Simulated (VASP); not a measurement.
Write the native input for VASP 6.6.1 that does the following.

```yaml
Task: single point
Functional: PBE
Potentials_or_basis: VASP PAW PBE potentials, release 64 (Re)
Cutoff: 520 eV
k_mesh: 18 × 18 × 10
Occupations: gaussian, width 0.15 eV
Spin: no spin polarisation
Dipole_correction: no
Further_INCAR_settings: ALGO = Fast; EDIFF = 1e-06; NBANDS = 14
```

The structure of Re lies in POSCAR:

```
Re
1.0
    2.7748241524      0.0000000000      0.0000000000
   -1.3874120762      2.4030682070      0.0000000000
    0.0000000000      0.0000000000      4.4842238099
Re
2
Direct
    0.3418640941      0.6837281882      0.2229050098
    0.6581359059      0.3162718118      0.7770949902
```

This cell differs from its parent crystal: atoms displaced along a vibrational mode.

These files were run (other wordings do the same):

INCAR

```
ALGO = Fast
EDIFF = 1E-6
ENCUT = 520
GGA = PE
ISIF = 2
ISMEAR = 0
LASPH = True
LCHARG = True
LELF = True
LREAL = False
LVHAR = True
LWAVE = False
NBANDS = 14
NELM = 100
PREC = Accurate
SIGMA = 0.15
```

KPOINTS

```
k-points
0
Gamma
  18 18 10
```

Potentials or basis: VASP PAW PBE potentials, release 64 (Re).

Launch:

```bash
$ cat potpaw_PBE.64/Re/POTCAR > POTCAR
$ mpirun -np 1 vasp_std > vasp.out
```

Results of the run:

- Pressure: 9.4 GPa
- Largest force: 2.565 eV/Å
- Band gap on the k mesh: zero (bands 7 and 8 overlap by 2.88 eV)

Caveat: the cell differs from its parent crystal (atoms displaced along a vibrational mode); the cell stands under pressure; spin-orbit coupling is left out, which moves the levels of the heavy elements; forces of over 1 eV/Å act on the atoms, so gaps and moduli don't describe the material at rest.

Run time: 10 min on 1 thread of Intel Xeon 8259CL (shared host), peak memory 0.42 GiB.
